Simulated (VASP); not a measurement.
**Ba5Na4Al2O10: single point with PBE**

System: Ba5Na4Al2O10.

```xyz
21
Lattice="6.9327 -0.0766 0.0671 -0.0766 7.2143 -0.0555 0.0671 -0.0555 6.7389" Properties=species:S:1:pos:R:3 pbc="T T T"
Ba    4.8080    7.0704    0.9062
Ba    2.7393    4.4806    5.8869
Ba    6.3431    5.3496    4.9860
Ba    2.8062    1.2007    4.4897
Ba    6.6946    1.4797    4.4446
O     7.6903    1.3234    2.2048
O     5.0397    2.7471    6.0899
O     0.8642    3.6277    3.9278
O     2.9223    3.8433    2.5882
O     1.6097    6.3328    3.7088
O     4.1715   -1.3694    4.7051
O     4.5472    1.3252    2.8107
O     2.4924    7.4910    0.0942
O     0.7549    5.1503    1.0593
O    -0.1054    7.6505    6.5008
Al    1.1085    0.1915    0.8839
Al    1.6887    4.9310    2.5593
Na    5.3122    3.2718    1.4820
Na    0.4932    2.6686    7.1674
Na    3.0687    1.9865    1.4466
Na    4.6019    2.9836    3.9200
```

* Program: VASP 6.6.1
* Task: single point
* Functional: PBE
* Potentials or basis: VASP PAW PBE potentials, release 64 (Ba_sv, O, Al, Na_sv)
* Cutoff: 970 eV
* k mesh: 1 × 1 × 1
* Occupations: fermi-dirac, width 0.2111 eV
* Spin: no spin polarisation

* Pressure: 12.1 GPa
* Largest force: 4.237 eV/Å

Forces in eV/Å, atoms in the order of the input:
```
Ba  -0.973 -1.550  1.516
Ba  -0.522  1.030 -0.818
Ba   1.280 -0.189  0.566
Ba   0.054 -2.231  0.017
Ba  -1.189 -1.104 -1.263
O    0.947 -0.825 -1.086
O   -0.511  0.486  0.075
O   -0.452  0.709  0.452
O    3.578 -0.980 -1.666
O   -1.034 -0.481 -1.095
O    0.645  0.509  0.376
O    0.921 -0.400 -0.268
O    2.415  0.015 -0.947
O   -0.104  1.013 -0.132
O   -0.725  0.258 -2.800
Al  -0.538 -1.806  3.795
Al  -2.022  0.469  2.855
Na  -0.334  0.443  0.284
Na  -0.157  0.534 -0.002
Na  -0.968  0.849  0.048
Na  -0.311  3.252  0.094
```

Stress tensor (GPa, compression positive):
```
20.04 -1.35 -2.05
-1.35  8.21  1.41
-2.05  1.41  8.14
```

Levels at points of the mesh, in eV from the Fermi level:
| k point | band 72 | band 73 | band 74 | band 75 | band 76 | band 77 | band 78 | band 79 | band 80 | band 81 |
| --- | --- | --- | --- | --- | --- | --- | --- | --- | --- | --- |
| (0.00, 0.00, 0.00) | -1.65 | -1.59 | -1.47 | -1.19 | -0.80 | 0.75 | 1.91 | 2.71 | 2.92 | 3.10 |

Wall time 2.1 min on 1 thread of Intel(R) Xeon(R) 6975P-C (Granite Rapids), with other jobs on the host, peak memory 0.76 GiB.

Caveat: the k points lie up to 0.93 Å⁻¹ apart; the atoms stand as in a frame of molecular dynamics; spin-orbit coupling is left out, which moves the levels of the heavy elements.
